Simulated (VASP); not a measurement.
# SnO2: single point with PBE

SnO2:

```
Sn O
1.0
     4.82779    0.00000    0.00000
     0.00000    4.82781    0.00000
     0.00000    0.00000    3.23790
Sn O
2 4
Direct
  0.49606 0.49492 0.50000
  0.00395 0.99491 0.00000
  0.26621 0.35011 0.00000
  0.79770 0.18762 0.50000
  0.23377 0.85009 0.50000
  0.70228 0.68764 0.00000
```

This cell differs from its parent crystal: atoms displaced along a vibrational mode.

```yaml
Program: VASP 6.6.1
Task: single point
Functional: PBE
Potentials_or_basis: VASP PAW PBE potentials, release 64 (Sn_d, O)
Cutoff: 520 eV
k_mesh: 6 × 6 × 8
Occupations: gaussian, width 0.05 eV
Spin: no spin polarisation
```

```yaml
Pressure: -0.8 GPa
Largest_force: 0.534 eV/Å
Band_gap_on_the_k_mesh: 0.89 eV (least direct gap 0.90 eV)
```

Forces in eV/Å, atoms in the order of the input:
```
Sn   0.206  0.491  0.000
Sn  -0.207  0.492  0.000
O    0.325 -0.305  0.000
O   -0.042 -0.187  0.000
O   -0.325 -0.304  0.000
O    0.042 -0.187  0.000
```

Stress tensor (GPa, compression positive):
```
-1.52  0.00  0.00
 0.00 -0.55  0.00
 0.00  0.00 -0.38
```

Levels at points of the mesh, in eV from the valence-band top:
```tsv
k point	band 22	band 23	band 24	band 25	band 26	band 27	band 28	band 29	band 30	band 31
(0.00, 0.00, 0.00)	-1.11	-1.00	-0.55	-0.52	-0.01	0.89	5.46	6.19	6.56	10.15
(0.50, 0.00, 0.00)	-1.56	-1.12	-0.90	-0.30	-0.28	3.70	3.87	6.51	6.63	9.97
(0.00, 0.50, 0.00)	-1.88	-1.00	-1.00	-0.50	-0.50	4.05	4.05	7.31	7.31	10.17
(0.50, 0.50, 0.00)	-1.74	-1.15	-1.15	-0.63	-0.63	4.33	4.33	7.21	7.21	10.45
(0.00, 0.00, 0.50)	-2.43	-1.38	-1.38	-0.90	-0.90	5.54	5.54	9.19	9.19	10.09
(0.50, 0.00, 0.50)	-1.71	-0.79	-0.79	-0.63	-0.63	5.81	5.81	7.80	7.80	10.24
(0.00, 0.50, 0.50)	-1.26	-1.00	-1.00	-0.48	-0.48	5.68	5.68	7.52	7.52	10.86
(0.50, 0.50, 0.50)	-2.19	-0.81	-0.81	-0.51	-0.51	4.40	4.40	8.63	8.63	10.41
```

Run time: 98 s on 1 thread of Intel(R) Xeon(R) 6975P-C (Granite Rapids) (shared host), peak memory 0.32 GiB.

Caveat: the cell differs from its parent crystal (atoms displaced along a vibrational mode); spin-orbit coupling is left out, which moves the levels of the heavy elements.
